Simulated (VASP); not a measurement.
# ZnCu2SnS4 (I-4) in VASP: a series of runs

Runs on ZnCu2SnS4. Level: PBE. Tasks: single point.

Program: VASP 6.6.1. These are calculated values, not measurements. Logs are shortened: lines on timing, memory, paths and dates and some standing lists are left out, and cuts for length are marked.

### Step 1. The cell of the first run

It takes space group I-4 (No. 82, tetragonal). The conventional cell has a = 5.471 Å, b = 5.471 Å, c = 10.924 Å, α = 90.00°, β = 90.00°, γ = 90.00°. Zn (site symmetry -4) has 4 S at 2.37 Å within 3.1 Å. Cu (site symmetry -4) has 4 S at 2.32 Å within 3.1 Å. Cu (site symmetry -4) has 4 S at 2.32 Å within 3.1 Å. Within 3.3 Å of Sn (site symmetry -4) lie 4 S at 2.47 Å. S (site symmetry 1) has 2 Cu at 2.32 Å and 1 Zn at 2.37 Å and 1 Sn at 2.47 Å within 3.1 Å.

### Step 2. Single point, PBE

The input, INCAR:

```
SYSTEM = ZnCu2SnS4
PREC = Accurate ; ENCUT = 520
EDIFF = 1E-6 ; ISMEAR = 0
SIGMA = 0.1 ; LREAL = .FALSE.
LASPH = .TRUE. ; NELM = 100
ALGO = Normal ; ISIF = 2
LWAVE = .FALSE. ; LCHARG = .TRUE.
GGA = PE ; LELF = .TRUE.
LVHAR = .TRUE. ; NBANDS = 46
```

The input, KPOINTS:

```
Automatic mesh
0
G
  10 10 10
  0 0 0
```

The input, POSCAR:

```
ZnCu2SnS4
1.0
   -2.7355785531      2.7355785531      5.4622111813
    2.7355785531     -2.7355785531      5.4622111813
    2.7355785531      2.7355785531     -5.4622111813
Zn Cu Sn S
1 2 1 4
Direct
    0.2500000000      0.7500000000      0.5000000000
    0.0000000000      0.0000000000      0.0000000000
    0.7500000000      0.2500000000      0.5000000000
    0.5000000000      0.5000000000      0.0000000000
    0.3711002332      0.8956013464      1.0079414309
    0.1043986536      0.1123400845      0.4754988868
    0.8876599155      0.3631588023     -0.0079414309
    0.6368411977      0.6288997668      0.5245011132
```

Potentials or basis: VASP PAW PBE potentials, release 64 (Zn, Cu, Sn_d, S).

Launch:

```sh
$ cat potpaw_PBE.64/Zn/POTCAR potpaw_PBE.64/Cu/POTCAR potpaw_PBE.64/Sn_d/POTCAR potpaw_PBE.64/S/POTCAR > POTCAR
$ mpirun -np 1 vasp_std > vasp.out
```

OUTCAR:

```text
SYSTEM = ZnCu2SnS4
   PREC = Accurate
   ENCUT = 520
   EDIFF = 1E-6
   ISMEAR = 0
   LREAL = .FALSE.
   LASPH = .TRUE.
   NELM = 100
   ISIF = 2
   GGA = PE

 ion  position               nearest neighbor table
   1  0.250  0.750  0.500-   5 2.37   6 2.37   8 2.37   7 2.37
   2  0.000  0.000  0.000-   6 2.32   7 2.32   8 2.32   5 2.32
   3  0.750  0.250  0.500-   5 2.32   6 2.32   7 2.32   8 2.32
   4  0.500  0.500  0.000-   5 2.47   6 2.47   8 2.47   7 2.47
   5  0.371  0.896  0.008-   3 2.32   2 2.32   1 2.37   4 2.47
   6  0.104  0.112  0.475-   3 2.32   2 2.32   1 2.37   4 2.47
   7  0.888  0.363  0.992-   3 2.32   2 2.32   1 2.37   4 2.47
   8  0.637  0.629  0.525-   3 2.32   2 2.32   1 2.37   4 2.47

  LATTYP: Found a body centered tetragonal cell.
 ALAT       =     5.4711571062
 C/A-ratio  =     1.9967297869

  Lattice vectors:

 A1 = (  -2.7355785531,   2.7355785531,   5.4622111813)
 A2 = (   2.7355785531,  -2.7355785531,   5.4622111813)
 A3 = (   2.7355785531,   2.7355785531,  -5.4622111813)

Analysis of symmetry for initial positions (statically):
=====================================================================
 Subroutine PRICEL returns:
 Original cell was already a primitive cell.

 Routine SETGRP: Setting up the symmetry group for a
 body centered tetragonal supercell.

 Subroutine GETGRP returns: Found  4 space group operations
 (whereof  4 operations were pure point group operations)
 out of a pool of 16 trial point group operations.

The static configuration has the point symmetry S_4 .

Analysis of symmetry for dynamics (positions and initial velocities):
=====================================================================
 Subroutine PRICEL returns:
 Original cell was already a primitive cell.

 Routine SETGRP: Setting up the symmetry group for a
 body centered tetragonal supercell.

 Subroutine GETGRP returns: Found  4 space group operations
 (whereof  4 operations were pure point group operations)
 out of a pool of 16 trial point group operations.

The dynamic configuration has the point symmetry S_4 .

 Subroutine INISYM returns: Found  4 space group operations
 (whereof  4 operations are pure point group operations),
 and found     1 'primitive' translations

----------------------------------------------------------------------------------------

                                     Primitive cell

  volume of cell :     163.5034

  direct lattice vectors                    reciprocal lattice vectors
    -2.735578553  2.735578553  5.462211181     0.000000000  0.182776692  0.091538021
     2.735578553 -2.735578553  5.462211181     0.182776692  0.000000000  0.091538021
     2.735578553  2.735578553 -5.462211181     0.182776692  0.182776692  0.000000000

  length of vectors
     6.693469282  6.693469282  6.693469282     0.204417535  0.204417535  0.258485277

  position of ions in fractional coordinates (direct lattice)
     0.250000000  0.750000000  0.500000000
     0.000000000  0.000000000  0.000000000
     0.750000000  0.250000000  0.500000000
     0.500000000  0.500000000  0.000000000
     0.371100233  0.895601346  0.007941431
     0.104398654  0.112340084  0.475498887
     0.887659916  0.363158802  0.992058569
     0.636841198  0.628899767  0.524501113

  ion indices of the primitive-cell ions
   primitive index   ion index
                 1           1
                 2           2
                 3           3
                 4           4
                 5           5
                 6           6
                 7           7
                 8           8

----------------------------------------------------------------------------------------

 KPOINTS: Automatic mesh

Automatic generation of k-mesh.
 Grid dimensions read from file:
 generate k-points for:   10   10   10

 Generating k-lattice:

  Cartesian coordinates                     Fractional coordinates (reciprocal lattice)
     0.000000000  0.018277669  0.009153802     0.100000000 -0.000000000  0.000000000
     0.018277669  0.000000000  0.009153802    -0.000000000  0.100000000  0.000000000
     0.018277669  0.018277669  0.000000000     0.000000000  0.000000000  0.100000000

  Length of vectors
     0.020441753  0.020441753  0.025848528

  Shift w.r.t. Gamma in fractional coordinates (k-lattice)
     0.000000000  0.000000000  0.000000000

 Subroutine IBZKPT returns following result:
 ===========================================

 Found    144 irreducible k-points:

 Following reciprocal coordinates:
            Coordinates               Weight
  0.000000  0.000000  0.000000      1.000000
  0.100000 -0.000000  0.000000      8.000000
  0.200000 -0.000000  0.000000      8.000000
  0.300000 -0.000000  0.000000      8.000000
  0.400000 -0.000000  0.000000      8.000000
  0.500000 -0.000000  0.000000      4.000000
[... 16 lines left out ...]
  0.200000  0.200000  0.000000      8.000000
  0.300000  0.200000  0.000000      8.000000
 [... further k-points ...]
   k-points           NKPTS =    144   k-points in BZ     NKDIM =    144   number of bands    NBANDS=     46
   number of dos      NEDOS =    301   number of ions     NIONS =      8
   total plane-waves  NPLWV = 125000
   dimension x,y,z NGX =    50 NGY =   50 NGZ =   50
   dimension x,y,z NGXF=   100 NGYF=  100 NGZF=  100
   ions per type =               1   2   1   4
   NGX,Y,Z   is equivalent  to a cutoff of  12.42, 12.42, 12.42 a.u.
   NGXF,Y,Z  is equivalent  to a cutoff of  24.84, 24.84, 24.84 a.u.
 SYSTEM =  ZnCu2SnS4
   PREC   = accura    normal or accurate (medium, high low for compatibility)
   ISTART =      0    job   : 0-new  1-cont  2-samecut
   ICHARG =      2    charge: 1-file 2-atom 10-const
   ISPIN  =      1    spin polarized calculation?
   LNONCOLLINEAR =      F non collinear calculations
   LSORBIT =      F    spin-orbit coupling
   LASPH  =      T    aspherical Exc in radial PAW
   ENCUT  =  520.0 eV  38.22 Ry    6.18 a.u.  12.45 12.45 12.45*2*pi/ulx,y,z
   NELM   =    100;   NELMIN=  2; NELMDL= -5     # of ELM steps
   EDIFF  = 0.1E-05   stopping-criterion for ELM
   LREAL  =      F    real-space projection
   EDIFFG = 0.1E-04   stopping-criterion for IOM
   NSW    =      0    number of steps for IOM
   IBRION =     -1    ionic relax: 0-MD 1-quasi-New 2-CG
   NFREE  =      0    steps in history (QN), initial steepest desc. (CG)
   ISIF   =      2    stress and relaxation
   ISYM   =      2    0-nonsym 1-usesym 2-fastsym
   POTIM  = 0.5000    time-step for ionic-motion
   TEBEG  =    0.0;   TEEND  =   0.0 temperature during run
   PSTRESS=    0.0 pullay stress
   NELECT =      72.0000    total number of electrons
   NUPDOWN=      -1.0000    fix difference up-down
   EMIN   =  10.00;   EMAX   =-10.00  energy-range for DOS
   EFERMI =   0.00;   METHOD = LEGACY
   ISMEAR =     0;   SIGMA  =   0.10  broadening in eV -4-tet -1-fermi 0-gaus
   EFERMI_NEDOS =   21; number of points for ismear=-14 and -15
   IALGO  =     38    algorithm
   IMIX   =      4    mixing-type and parameters
     AMIX     =   0.40;   BMIX     =  1.00
     AMIX_MAG =   1.60;   BMIX_MAG =  1.00
  volume/ion in A,a.u.               =      20.44       137.92
  Fermi-wavevector in a.u.,A,eV,Ry     =   1.245499  2.353652 21.106279  1.551268
  Thomas-Fermi vector in A             =   2.379718
   LORBIT       =      0    0 simple, 1 ext, 2 COOP (PROOUT), +10 PAW based schemes
   GGA     = PE    functional components
   LHFCALC =     F    Hartree Fock is set to
   AEXX    =    0.0000 exact exchange contribution
   IVDW    =     0    specifies the selected vdW correction
   LEPSILON=     F    determine dielectric tensor
   LRPA    =     F    only Hartree local field effects (RPA)
 non-spin polarized calculation
 Gauss-broadening in eV      SIGMA  =   0.10
  energy-cutoff  :      520.00
  volume of cell :      163.50
 maximum number of plane-waves:      4440
 NGX is ok and might be reduce to    50
   NGX = 25   NGY = 25   NGZ = 25

 number of electron      72.0000035 magnetization

 Free energy of the ion-electron system (eV)
  ---------------------------------------------------
  ext. energy  EPLUGINS =         0.00000000
  ---------------------------------------------------
  free energy    TOTEN  =       -32.59916848 eV

  energy without entropy =      -32.59892449  energy(sigma->0) =      -32.59904649

 E-fermi :   4.7717     XC(G=0):  -9.6940

 val. band max:        4.7594941749   @ k =   0.0000   0.0000   0.0000
 cond. band min:       5.1511162361   @ k =  -0.1000  -0.1000   0.1000
 fundamental gap:      0.3916220612
 Fermi energy:         4.7716565072

 k-point     1 :       0.0000    0.0000    0.0000
  band No.  band energies     occupation
      1     -17.5627      2.00000
      2     -17.5591      2.00000
      3     -17.5591      2.00000
      4     -17.4925      2.00000
      5     -17.4883      2.00000
      6      -9.6889      2.00000
[... 38 lines left out ...]
     45       9.9812      0.00000
     46      10.3077      0.00000

 k-point     2 :       0.1000   -0.0000    0.0000
  band No.  band energies     occupation
      1     -17.5627      2.00000
      2     -17.5592      2.00000
      3     -17.5591      2.00000
      4     -17.4924      2.00000
      5     -17.4883      2.00000
      6      -9.6561      2.00000
[... 38 lines left out ...]
     45      10.0303      0.00000
     46      10.2578      0.00000

 k-point     3 :       0.2000   -0.0000    0.0000
  band No.  band energies     occupation
      1     -17.5628      2.00000
      2     -17.5593      2.00000
      3     -17.5591      2.00000
      4     -17.4923      2.00000
      5     -17.4882      2.00000
      6      -9.5605      2.00000
[... 38 lines left out ...]
     45      10.0499      0.00000
     46      10.3853      0.00000

 k-point     4 :       0.3000   -0.0000    0.0000
  band No.  band energies     occupation
      1     -17.5630      2.00000
      2     -17.5594      2.00000
      3     -17.5591      2.00000
      4     -17.4922      2.00000
      5     -17.4881      2.00000
      6      -9.4117      2.00000
[... 920 lines left out ...]
     45      10.1397      0.00000
     46      10.2957      0.00000

 k-point    23 :       0.2000    0.2000    0.0000
  band No.  band energies     occupation
      1     -17.5630      2.00000
      2     -17.5592      2.00000
      3     -17.5592      2.00000
      4     -17.4922      2.00000
      5     -17.4881      2.00000
      6      -9.3969      2.00000
[... 38 lines left out ...]
     45      10.2286      0.00000
     46      10.4198      0.00000

 k-point    24 :       0.3000    0.2000    0.0000
  band No.  band energies     occupation
      1     -17.5631      2.00000
      2     -17.5593      2.00000
      3     -17.5592      2.00000
      4     -17.4920      2.00000
      5     -17.4881      2.00000
      6      -9.2484      2.00000
[... 38 lines left out ...]
     45      10.3623      0.00000
     46      10.6211      0.00000

 [... further k-points ...]
[... 5 lines left out ...]
  --------------------------------------------------------------------------------------
  -------------------------------------------------------------------------------------
  Total        0.0493805      0.0493805      0.1134336      0.0000000      0.0000000      0.0000000
  in kB        0.4838818      0.4838818      1.1115408      0.0000002      0.0000000      0.0000000
  external PRESSURE =       0.6931014 kB  Pullay stress =       0.0000000 kB

 VOLUME and BASIS-vectors are now :
 -----------------------------------------------------------------------------
  energy-cutoff  :      520.00
  volume of cell :      163.50
      direct lattice vectors                 reciprocal lattice vectors
    -2.735578553  2.735578553  5.462211181     0.000000000  0.182776692  0.091538021
     2.735578553 -2.735578553  5.462211181     0.182776692  0.000000000  0.091538021
     2.735578553  2.735578553 -5.462211181     0.182776692  0.182776692  0.000000000

 POSITION                                       TOTAL-FORCE (eV/Angst)
 -----------------------------------------------------------------------------------
      2.73558      0.00000      2.73111         0.000000      0.000000      0.000000
      0.00000      0.00000      0.00000         0.000000     -0.000000     -0.000000
      0.00000      2.73558      2.73111         0.000000      0.000000     -0.000000
      0.00000      0.00000      5.46221         0.000000      0.000000     -0.000000
      1.45654     -1.41309      6.87561        -0.025594      0.014093     -0.013602
      1.32249      1.27904     -1.41340         0.014093      0.025594      0.013602
      1.27904      4.14867      1.41340         0.025594     -0.014093     -0.013602
      1.41309      1.45654      4.04881        -0.014093     -0.025594      0.013602
 -----------------------------------------------------------------------------------
    total drift:                                0.000015      0.000015      0.000018

  FREE ENERGIE OF THE ION-ELECTRON SYSTEM (eV)
  ---------------------------------------------------
  free  energy   TOTEN  =       -32.5991684844 eV

  energy  without entropy=      -32.5989244864  energy(sigma->0) =      -32.59904649
```

It took 22 min on 1 thread of Intel Xeon 6975P-C (Granite Rapids), shared host; peak memory 1.1 GiB.

What came out:

| Item | Value |
| --- | --- |
| Free energy | -32.5992 eV |
| Pressure | 0.1 GPa |
| Largest force | 0.032 eV/Å |

Forces on the atoms (eV/Å):
```
Zn   0.000  0.000  0.000
Cu   0.000  0.000  0.000
Cu   0.000  0.000  0.000
Sn   0.000  0.000  0.000
S   -0.026  0.014 -0.014
S    0.014  0.026  0.014
S    0.026 -0.014 -0.014
S   -0.014 -0.026  0.014
```

Levels at points of the mesh, in eV from the Fermi level:
```tsv
k point	band 33	band 34	band 35	band 36	band 37	band 38	band 39	band 40
(0.00, 0.00, 0.00)	-1.51	-0.15	-0.15	-0.08	-0.01	1.88	2.59	3.56
(0.50, 0.00, 0.00)	-1.24	-1.18	-1.08	-0.58	1.36	2.96	3.15	3.93
(0.50, 0.50, 0.00)	-0.88	-0.78	-0.58	-0.48	0.41	2.15	2.97	3.90
(0.50, 0.50, 0.50)	-1.20	-1.19	-0.92	-0.92	1.08	1.93	1.93	2.22
```

Caveat: spin-orbit coupling is left out, which moves the levels of the heavy elements.

### Step 3. Single point, PBE

The input, INCAR:

```
SYSTEM = ZnCu2SnS4
ALGO     = Normal         ! electronic algorithm
EDIFF    = 1E-6           ! SCF threshold, eV
ENCUT    = 520            ! plane-wave cutoff, eV
GGA      = PE             ! functional
ISIF     = 2              ! what is computed and relaxed
ISMEAR   = 0              ! smearing method
LASPH    = .True.         ! aspherical terms in the spheres
LCHARG   = .True.         ! write CHGCAR
LELF     = .True.         ! ELF
LREAL    = .False.        ! projectors in reciprocal space
LVHAR    = .True.       
LWAVE    = .False.        ! write WAVECAR
NBANDS   = 46             ! bands
NELM     = 100            ! most SCF steps
PREC     = Accurate       ! precision mode
SIGMA    = 0.01           ! smearing width, eV
```

The input, KPOINTS:

```
k-points
0
Gamma
  10 10 10
  0 0 0
```

POSCAR is that of step 2.

Potentials or basis: VASP PAW PBE potentials, release 64 (Zn, Cu, Sn_d, S).

Launch:

```sh
$ cat potpaw_PBE.64/Zn/POTCAR potpaw_PBE.64/Cu/POTCAR potpaw_PBE.64/Sn_d/POTCAR potpaw_PBE.64/S/POTCAR > POTCAR
$ mpirun -np 1 vasp_std > vasp.out
```

Wall time 45 min (1 thread of AMD EPYC 7R43 (Zen 3), shared host); peak memory 1 GiB.

The run converged. Its results:

```
Free energy            : -32.5991 eV
Pressure               : 0.1 GPa
Largest force          : 0.033 eV/Å
Band gap on the k mesh : 0.07 eV, direct
```

Forces on the atoms (eV/Å):
```
Zn   0.000  0.000  0.000
Cu   0.000  0.000  0.000
Cu   0.000  0.000  0.000
Sn   0.000  0.000  0.000
S   -0.026  0.015 -0.014
S    0.015  0.026  0.014
S    0.026 -0.015 -0.014
S   -0.015 -0.026  0.014
```

Levels at points of the mesh, in eV from the valence-band top:
```tsv
k point	band 34	band 35	band 36	band 37	band 38	band 39
(0.00, 0.00, 0.00)	-0.06	-0.06	0.00	0.07	1.96	2.67
(0.50, 0.00, 0.00)	-1.09	-1.00	-0.49	1.44	3.04	3.23
(0.50, 0.50, 0.00)	-0.70	-0.50	-0.39	0.49	2.24	3.05
(0.50, 0.50, 0.50)	-1.10	-0.84	-0.84	1.16	2.01	2.01
```

Caveat: spin-orbit coupling is left out, which moves the levels of the heavy elements. A k mesh can miss the band edges.
